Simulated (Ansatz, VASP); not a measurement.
Two plane-wave programs on LiF

Contents of INCAR:

```
SYSTEM = LiF
PREC = Accurate ; ENCUT = 520
EDIFF = 1E-7 ; ISMEAR = 0
SIGMA = 0.05 ; LREAL = .False.
LASPH = .True. ; NELM = 100
ALGO = Normal ; ISIF = 2
LWAVE = .False. ; LCHARG = .False.
NBANDS = 18
```

The input KPOINTS:

```
Automatic mesh
0
Gamma
  9 9 6
  0 0 0
```

Contents of POSCAR:

```
LiF
1.0
    3.2877776126      0.0000000000      0.0000000000
   -1.6438888063      2.8472989345      0.0000000000
    0.0000000000      0.0000000000      4.5903951027
Li F
2 2
Direct
    0.3333333333      0.6666666667      0.3839784076
    0.6666666667      0.3333333333      0.8839784076
    0.3333333333      0.6666666667      0.9910195924
    0.6666666667      0.3333333333      0.4910195924
```

Input for Ansatz:

```yaml
crystal:
  lattice:
    - [3.2877776126, 0.0, 0.0]
    - [-1.6438888063, 2.8472989345, 0.0]
    - [0.0, 0.0, 4.5903951027]
  atoms:
    - { symbol: Li, position: [0.3333333333, 0.6666666667, 0.3839784076] }
    - { symbol: Li, position: [0.6666666667, 0.3333333333, 0.8839784076] }
    - { symbol: F, position: [0.3333333333, 0.6666666667, 0.9910195924] }
    - { symbol: F, position: [0.6666666667, 0.3333333333, 0.4910195924] }
basis:
  ecutwfc: 520.0
kpoints:
  mp_grid: { grid: [9, 9, 6] }
hamiltonian:
  xc: lda
scf:
  occupations: { method: gaussian, width: 0.05 }
output:
  forces: true
  stress: true
  eigenvalues: true
```

Alike in both runs: task single point; functional LDA; k mesh 9 × 9 × 6; occupations gaussian, width 0.05 eV; no spin polarisation.

|  | VASP | Ansatz |
| --- | --- | --- |
| version | VASP 6.6.1 | Ansatz 0.2.0 |
| potentials or method | VASP PAW LDA potentials, release 64 (Li_sv, F), cutoff 520 eV | scalar-relativistic, plane waves, PAW |
| valence electrons in the cell | 20 | 20 |

```csv
,VASP,Ansatz,Ansatz less VASP
gap on the k mesh at the Fermi level (eV),6.98,6.99,+0.012
least direct gap on the mesh (eV),6.98,6.99,+0.012
rms of the force components (eV/Å),0.162,0.156,-0.0055
```

LDA's correlation is that of Perdew and Zunger in VASP and of Perdew and Wang (1992) in Ansatz. Atom by atom the forces differ by 0.006 eV/Å (rms over components).

Noted on VASP's run: the cutoff is short for stress, so the pressure is rough.
